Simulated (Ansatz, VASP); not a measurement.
Al3RuN in VASP and in Ansatz

Contents of INCAR:

```
ALGO     = Normal         # electronic algorithm
EDIFF    = 1E-7           # SCF threshold, eV
ENCUT    = 520            # plane-wave cutoff, eV
GGA      = PE             # functional
ISIF     = 2              # what is computed and relaxed
ISMEAR   = 0              # smearing method
LASPH    = T              # aspherical terms in the spheres
LCHARG   = F              # write CHGCAR
LREAL    = F              # projectors in reciprocal space
LWAVE    = F              # write WAVECAR
NBANDS   = 39             # bands
NELM     = 60             # most SCF steps
PREC     = Accurate       # precision mode
SIGMA    = 0.2            # smearing width, eV
```

File KPOINTS:

```
k-points
0
Gamma
  8 4 4
```

POSCAR

```
Al3RuN
1.0
    0.0000000000     -3.0271003163      0.0000000000
   -6.0772407559      0.0000000000      0.0000000000
    0.0000000000      0.0000000000     -6.6083236133
Al Ru N
6 2 2
Direct
    0.5000000000      0.0211184306      0.7952912167
    0.5000000000      0.4788815694      0.7952912167
    0.5000000000      0.9788815694      0.2047087833
    0.5000000000      0.5211184306      0.2047087833
    0.0000000000      0.2500000000      0.4572297619
    0.0000000000      0.7500000000      0.5427702381
    0.0000000000      0.7500000000      0.9741895666
    0.0000000000      0.2500000000      0.0258104334
    0.5000000000      0.0000000000      0.5000000000
    0.5000000000      0.5000000000      0.5000000000
```

Input for Ansatz:

```yaml
crystal:
  lattice:
    - [0.0, -3.0271003163, 0.0]
    - [-6.0772407559, 0.0, 0.0]
    - [0.0, 0.0, -6.6083236133]
  atoms:
    - { symbol: Al, position: [0.5, 0.0211184306, 0.7952912167] }
    - { symbol: Al, position: [0.5, 0.4788815694, 0.7952912167] }
    - { symbol: Al, position: [0.5, 0.9788815694, 0.2047087833] }
    - { symbol: Al, position: [0.5, 0.5211184306, 0.2047087833] }
    - { symbol: Al, position: [0.0, 0.25, 0.4572297619] }
    - { symbol: Al, position: [0.0, 0.75, 0.5427702381] }
    - { symbol: Ru, position: [0.0, 0.75, 0.9741895666] }
    - { symbol: Ru, position: [0.0, 0.25, 0.0258104334] }
    - { symbol: "N", position: [0.5, 0.0, 0.5] }
    - { symbol: "N", position: [0.5, 0.5, 0.5] }
basis:
  ecutwfc: 420
kpoints:
  mp_grid: { grid: [8, 4, 4] }
hamiltonian:
  xc: pbe
scf:
  occupations: { method: gaussian, width: 0.2 }
  lower_state_search: "off"
output:
  forces: true
  stress: true
  eigenvalues: true
```

Alike in both runs: task single point; functional PBE; k mesh 8 × 4 × 4; occupations gaussian, width 0.2 eV; no spin polarisation.

|  | VASP | Ansatz |
| --- | --- | --- |
| version | VASP 6.6.1 | Ansatz 0.2.0 |
| potentials or method | VASP PAW PBE potentials, release 64 (Al, Ru_pv, N), cutoff 520 eV | scalar-relativistic, plane waves, PAW |
| valence electrons in the cell | 56 | 60 |

|  | VASP | Ansatz | Ansatz less VASP |
| --- | --- | --- | --- |
| gap on the k mesh at the Fermi level (eV) | none | none | - |
| pressure (GPa) | -0.1 | 0.0 | +0.12 |
| rms of the force components (eV/Å) | 0.005 | 0.002 | -0.0034 |

Atom by atom the forces differ by 0.006 eV/Å (rms over components). A gap of «none» marks a metal or a gap that the smearing closes. With one functional, cell and mesh, what is left measures potentials, basis and numerics. VASP's potentials hold 56 valence electrons a cell and Ansatz's 60, so a difference there can come from the potentials and not from the codes.
